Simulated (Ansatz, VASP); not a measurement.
Two plane-wave programs on TiH

```xyz
2
Lattice="0.0000 2.0897 2.0897 2.0897 0.0000 2.0897 2.0897 2.0897 0.0000" Properties=species:S:1:pos:R:3 pbc="T T T"
Ti    0.0000    0.0000    0.0000
H     2.0897    2.0897    2.0897
```

Alike in both runs: task single point; functional LDA; k mesh 8 × 8 × 8; occupations gaussian, width 0.1 eV; no spin polarisation.

```csv
,VASP,Ansatz
version,VASP 6.6.1,Ansatz 0.2.0
potentials or method,"VASP PAW LDA potentials, release 64 (Ti_sv, H), cutoff 500 eV","scalar-relativistic, plane waves, PAW"
valence electrons in the cell,13,13
```

VASP gave:

* gap on the k mesh at the Fermi level (eV): none
* pressure (GPa): -7.4

Problem. What did Ansatz give for the same quantities?

Solution. gap on the k mesh at the Fermi level (eV): none; pressure (GPa): -7.5.

LDA's correlation is that of Perdew and Zunger in VASP and of Perdew and Wang (1992) in Ansatz. A gap of «none» marks a metal or a gap that the smearing closes.
